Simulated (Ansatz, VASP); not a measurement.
# Ta in VASP and in Ansatz

```
Ta
1.0
    -1.90626    1.90626    1.23907
     1.90626   -1.90626    1.23907
     1.90626    1.90626   -1.23907
Ta
1
Direct
  0.00000 0.00000 0.00000
```

Alike in both runs: task single point; functional PBEsol; k mesh 22 × 22 × 22; occupations gaussian, width 0.15 eV; no spin polarisation.

|  | VASP | Ansatz |
| --- | --- | --- |
| version | VASP 6.6.1 | Ansatz 0.2.0 |
| potentials or method | VASP PAW PBE potentials, release 64 (Ta_pv), cutoff 520 eV | scalar-relativistic, plane waves, PAW |
| valence electrons in the cell | 11 | 13 |

|  | VASP | Ansatz | Ansatz less VASP |
| --- | --- | --- | --- |
| gap on the k mesh at the Fermi level (eV) | none | none | - |
| pressure (GPa) | 10.1 | 9.7 | -0.41 |
| traceless stress, the component that is largest in VASP (GPa) | 26.50 | 26.08 | -0.419 |

VASP's potentials were made for PBE, not for PBEsol. A gap of «none» marks a metal or a gap that the smearing closes. With one functional, cell and mesh, what is left measures potentials, basis and numerics. VASP's potentials hold 11 valence electrons a cell and Ansatz's 13, so a difference there can come from the potentials and not from the codes.

Neither program's run includes spin-orbit coupling.
